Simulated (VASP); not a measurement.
# Si16N (a cell with a defect) in VASP: notebook, part 2 of 2

VASP 6.6.1. Earlier steps stand in the parts before.

### 3 Single point, LDA, collinear spin, ferromagnetic start

INCAR

```
SYSTEM = Si16N
PREC     = Accurate       ! precision mode
ENCUT    = 520            ! plane-wave cutoff, eV
EDIFF    = 1E-6           ! SCF threshold, eV
ISMEAR   = -1             ! smearing method
SIGMA    = 0.02           ! smearing width, eV
LREAL    = Auto         
LASPH    = .TRUE.         ! aspherical terms in the spheres
NELM     = 150            ! most SCF steps
ALGO     = Normal         ! electronic algorithm
ISIF     = 2              ! what is computed and relaxed
LWAVE    = .FALSE.        ! write WAVECAR
LCHARG   = .FALSE.        ! write CHGCAR
ISPIN    = 2              ! spin polarisation
MAGMOM   = 0 0 0 0 0 0 0 0 0 0 0 0 0 0 0 0 1 ! initial moments
LORBIT   = 11             ! projections on sites
NBANDS   = 52             ! bands
```

KPOINTS

```
Automatic mesh
0
G
  2 2 2
  0 0 0
```

POSCAR

```
Si16N
1.0
    0.0000000000      5.4300000000      5.4300000000
    5.4300000000      0.0000000000      5.4300000000
    5.4300000000      5.4300000000      0.0000000000
Si N
16 1
Direct
    0.0845672192     -0.0260957643      0.0216574586
    0.1154143646      0.1203683241      0.1887108656
   -0.0042449355     -0.0324217311      0.5724769797
    0.1669060773      0.0756353591      0.6601657459
    0.0198158379      0.4425414365     -0.0733517495
    0.0812338858      0.5032965009      0.1800552486
   -0.0355156538      0.4273204420      0.5459944751
    0.1884069982      0.6264180479      0.4588305709
    0.4866758748      0.0674309392     -0.0002486188
    0.6701473297      0.1602762431      0.0983057090
    0.5237292818      0.0728637201      0.4470994475
    0.6358103131      0.1389594843      0.6533241252
    0.4482412523      0.6653867403     -0.0387753223
    0.6689042357      0.6463627993      0.1127532228
    0.5155709024      0.4997513812      0.4852025783
    0.5575046041      0.7102117864      0.6171731123
    0.1735819521      0.7289963168      1.0526243094
```

Potentials or basis: VASP PAW LDA potentials, release 64 (Si, N).

Started as:

```bash
> cat potpaw_LDA.64/Si/POTCAR potpaw_LDA.64/N/POTCAR > POTCAR
> mpirun -np 1 vasp_std > vasp.out
```

Run time: 15 min. Hardware: 1 thread of Oxide Virtual Turin-like, shared host; peak memory 0.45 GiB.

It converged, with:

* Free energy: -96.7994 eV
* Pressure: -0.5 GPa
* Largest force: 6.355 eV/Å
* Net moment: 0.00 μB per cell
* Valence electrons inside the program's atomic spheres: Si 1.78, 1.70, 1.66, 1.71, 1.62, 1.60, 1.64, 1.67, 1.65, 1.73, 1.68 (each value once); N 3.92

Forces in eV/Å, atoms in the order of the input:
```
Si   3.796 -3.662  1.526
Si   0.278  1.033  0.494
Si  -1.769  0.153  0.130
Si   0.058 -0.091  0.733
Si   1.012 -0.409  0.510
Si  -0.464 -0.891  0.941
Si   1.155 -0.867  0.798
Si   1.852 -0.253 -1.196
Si   0.635  2.079 -1.457
Si  -0.706 -0.978  1.330
Si   1.122  1.204 -1.009
Si  -1.355 -1.500  0.086
Si  -0.859  1.824 -0.362
Si   0.103 -0.669  0.400
Si   0.692  0.233  1.418
Si  -2.074  0.242  0.329
N   -3.474  2.553 -4.669
```

Stress tensor (GPa, compression positive):
```
-0.79 -0.07 -0.76
-0.07 -0.32 -3.27
-0.76 -3.27 -0.30
```

Levels at points of the mesh, in eV from the Fermi level:
Spin up:
| k point | band 31 | band 32 | band 33 | band 34 | band 35 | band 36 | band 37 | band 38 |
| --- | --- | --- | --- | --- | --- | --- | --- | --- |
| (0.00, 0.00, 0.00) | -0.96 | -0.59 | -0.46 | -0.29 | 0.01 | 0.11 | 0.46 | 0.54 |
| (0.50, 0.00, 0.00) | -1.24 | -0.99 | -0.70 | -0.06 | 0.22 | 0.60 | 0.68 | 1.14 |
| (0.00, 0.50, 0.00) | -1.07 | -0.90 | -0.65 | -0.53 | -0.09 | 0.04 | 0.41 | 0.60 |
| (0.00, 0.00, 0.50) | -1.20 | -0.92 | -0.79 | -0.19 | -0.02 | 0.26 | 0.29 | 0.94 |
| (0.50, 0.50, 0.50) | -1.19 | -0.92 | -0.60 | -0.26 | -0.04 | 0.30 | 0.69 | 0.93 |
| (0.50, 0.50, 0.00) | -1.48 | -1.46 | -0.86 | -0.28 | -0.06 | 0.57 | 0.74 | 1.16 |
| (0.00, 0.50, 0.50) | -1.42 | -1.17 | -0.90 | -0.45 | 0.51 | 0.60 | 0.82 | 1.37 |
| (0.50, 0.00, 0.50) | -1.30 | -1.13 | -0.74 | -0.45 | 0.68 | 0.72 | 0.87 | 1.08 |
Spin down:
```tsv
k point	band 31	band 32	band 33	band 34	band 35	band 36	band 37	band 38
(0.00, 0.00, 0.00)	-0.96	-0.59	-0.46	-0.29	0.01	0.11	0.46	0.54
(0.50, 0.00, 0.00)	-1.24	-0.99	-0.70	-0.06	0.22	0.60	0.68	1.14
(0.00, 0.50, 0.00)	-1.07	-0.90	-0.65	-0.53	-0.09	0.04	0.41	0.60
(0.00, 0.00, 0.50)	-1.20	-0.92	-0.79	-0.19	-0.02	0.26	0.29	0.94
(0.50, 0.50, 0.50)	-1.19	-0.92	-0.60	-0.26	-0.04	0.30	0.69	0.93
(0.50, 0.50, 0.00)	-1.48	-1.46	-0.86	-0.28	-0.06	0.57	0.74	1.16
(0.00, 0.50, 0.50)	-1.42	-1.17	-0.90	-0.45	0.51	0.60	0.82	1.37
(0.50, 0.00, 0.50)	-1.30	-1.13	-0.74	-0.45	0.68	0.72	0.87	1.08
```

Caveat: the k points lie up to 0.50 Å⁻¹ apart; the atoms stand as in a frame of molecular dynamics.

### 4 Single point, LDA, collinear spin, ferromagnetic start

INCAR

```
SYSTEM = Si16N
PREC = Accurate ; ENCUT = 520
EDIFF = 1E-7 ; ISMEAR = -1
SIGMA = 0.02 ; LREAL = Auto
LASPH = .True. ; NELM = 150
ALGO = Normal ; ISIF = 2
LWAVE = .False. ; LCHARG = .True.
ISPIN = 2 ; MAGMOM = 0 0 0 0 0 0 0 0 0 0 0 0 0 0 0 0 1
LORBIT = 11 ; LELF = .True.
LVHAR = .True. ; NBANDS = 52
```

KPOINTS

```
Automatic mesh
0
Gamma
  2 2 2
  0 0 0
```

POSCAR

```
Si16N
1.0
    0.0000000000      5.4300000000      5.4300000000
    5.4300000000      0.0000000000      5.4300000000
    5.4300000000      5.4300000000      0.0000000000
Si N
16 1
Direct
    0.0113720074     -0.0214088398      0.0456077348
    0.1170073665      0.1216298343      0.2090331492
    0.0251749540     -0.0707918969      0.5698710866
    0.1741436464      0.0976795580      0.6632780847
   -0.0036003683      0.4655893186     -0.0583885820
    0.0556629834      0.4776335175      0.1915193370
   -0.0397053407      0.4554880295      0.5442357274
    0.1653406998      0.6141068140      0.5075690608
    0.4939779006     -0.0217127072      0.0781399632
    0.6717587477      0.1606353591      0.0780386740
    0.5200184162      0.0935911602      0.4577163904
    0.6267219153      0.1464456722      0.6452854512
    0.4634806630      0.6578268877     -0.0639594843
    0.6604880295      0.6577624309      0.0683885820
    0.5303222836      0.5654419890      0.4449079190
    0.6477624309      0.7014272560      0.5682228361
    0.1800092081      0.7228268877      1.0124217311
```

Started as:

```bash
> cat potpaw_LDA.64/Si/POTCAR potpaw_LDA.64/N/POTCAR > POTCAR
> mpirun -np 1 vasp_std > vasp.out
```

Wall time 9.6 min (1 thread of Oxide Virtual Turin-like, shared host); peak memory 0.45 GiB.

The run converged. Its results:

```
Free energy                                           : -96.4660 eV
Pressure                                              : -1.8 GPa
Largest force                                         : 3.140 eV/Å
Net moment                                            : 0.00 μB per cell
Valence electrons inside the program's atomic spheres : Si 1.64, 1.66, 1.65, 1.69, 1.61, 1.73, 1.68, 1.63, 1.79, 1.71 (each value once); N 3.68
```

Forces in eV/Å, atoms in the order of the input:
```
Si  -1.571  1.479  1.748
Si  -1.053 -0.292  0.049
Si   1.869 -0.592  0.157
Si   0.074 -0.931 -1.266
Si  -1.830 -0.526  0.663
Si   0.546  0.163  2.418
Si  -1.602  0.859  0.276
Si   0.940  1.634  0.508
Si   1.243 -1.812  2.243
Si   1.653 -1.499 -1.018
Si  -1.420 -0.246 -0.560
Si   0.990  1.532  1.053
Si  -0.928 -1.616 -2.260
Si   0.137  1.394 -0.965
Si  -0.950  0.370 -1.318
Si   1.945 -1.562 -0.673
N   -0.040  1.646 -1.057
```

Stress tensor (GPa, compression positive):
```
-1.08 -0.87 -0.08
-0.87  0.19  1.27
-0.08  1.27 -4.42
```

Levels at points of the mesh, in eV from the Fermi level:
Spin up:
```tsv
k point	band 30	band 31	band 32	band 33	band 34	band 35	band 36	band 37	band 38	band 39
(0.00, 0.00, 0.00)	-1.12	-1.03	-0.71	-0.66	-0.33	-0.24	-0.05	0.16	0.52	0.76
(0.50, 0.00, 0.00)	-1.26	-1.24	-0.96	-0.75	-0.25	-0.01	0.48	0.60	0.80	1.06
(0.00, 0.50, 0.00)	-1.53	-1.44	-0.99	-0.63	-0.23	0.10	0.23	0.39	0.78	0.89
(0.00, 0.00, 0.50)	-1.40	-1.27	-0.97	-0.66	-0.28	-0.17	0.26	0.47	0.86	0.89
(0.50, 0.50, 0.50)	-1.55	-1.17	-0.74	-0.55	-0.33	0.05	0.33	0.62	0.76	1.07
(0.50, 0.50, 0.00)	-1.56	-1.40	-1.07	-0.81	-0.27	0.01	0.51	0.74	1.06	1.40
(0.00, 0.50, 0.50)	-1.48	-1.16	-1.08	-0.68	-0.27	0.27	0.45	0.97	1.12	1.28
(0.50, 0.00, 0.50)	-1.41	-1.21	-1.02	-0.98	-0.65	0.26	0.86	1.06	1.18	1.56
```
Spin down:
| k point | band 30 | band 31 | band 32 | band 33 | band 34 | band 35 | band 36 | band 37 | band 38 | band 39 |
| --- | --- | --- | --- | --- | --- | --- | --- | --- | --- | --- |
| (0.00, 0.00, 0.00) | -1.12 | -1.03 | -0.71 | -0.66 | -0.33 | -0.24 | -0.05 | 0.16 | 0.52 | 0.76 |
| (0.50, 0.00, 0.00) | -1.26 | -1.24 | -0.96 | -0.75 | -0.25 | -0.01 | 0.48 | 0.60 | 0.80 | 1.06 |
| (0.00, 0.50, 0.00) | -1.53 | -1.44 | -0.99 | -0.63 | -0.23 | 0.10 | 0.23 | 0.39 | 0.78 | 0.89 |
| (0.00, 0.00, 0.50) | -1.40 | -1.27 | -0.97 | -0.66 | -0.28 | -0.17 | 0.26 | 0.47 | 0.86 | 0.89 |
| (0.50, 0.50, 0.50) | -1.55 | -1.17 | -0.74 | -0.55 | -0.33 | 0.05 | 0.33 | 0.62 | 0.76 | 1.07 |
| (0.50, 0.50, 0.00) | -1.56 | -1.40 | -1.07 | -0.81 | -0.27 | 0.01 | 0.51 | 0.74 | 1.06 | 1.40 |
| (0.00, 0.50, 0.50) | -1.48 | -1.16 | -1.08 | -0.68 | -0.27 | 0.27 | 0.45 | 0.97 | 1.12 | 1.28 |
| (0.50, 0.00, 0.50) | -1.41 | -1.21 | -1.02 | -0.98 | -0.65 | 0.26 | 0.86 | 1.06 | 1.18 | 1.56 |

Caveat: the k points lie up to 0.50 Å⁻¹ apart; the atoms stand as in a frame of molecular dynamics.

### 5 Overview

```csv
cell,gap on the mesh (eV),pressure (GPa),moment (μB),largest force (eV/Å)
"as given, atomic positions A",none,-0.8,0.00,3.93
"as given, atomic positions B",none,-0.5,0.00,6.36
"as given, atomic positions C",none,-1.8,0.00,3.14
```

Alike in all rows: task single point; level LDA; potentials or basis VASP PAW LDA potentials, release 64 (Si, N); spin collinear, ferromagnetic start; k mesh 2 × 2 × 2; cutoff (eV) 520; smearing fermi-dirac 0.02 eV.

Caveats: all runs use coarse meshes; the atoms stand as in a frame of molecular dynamics.

Total energies depend on the potentials used, so only differences within one code and one set of settings carry meaning.
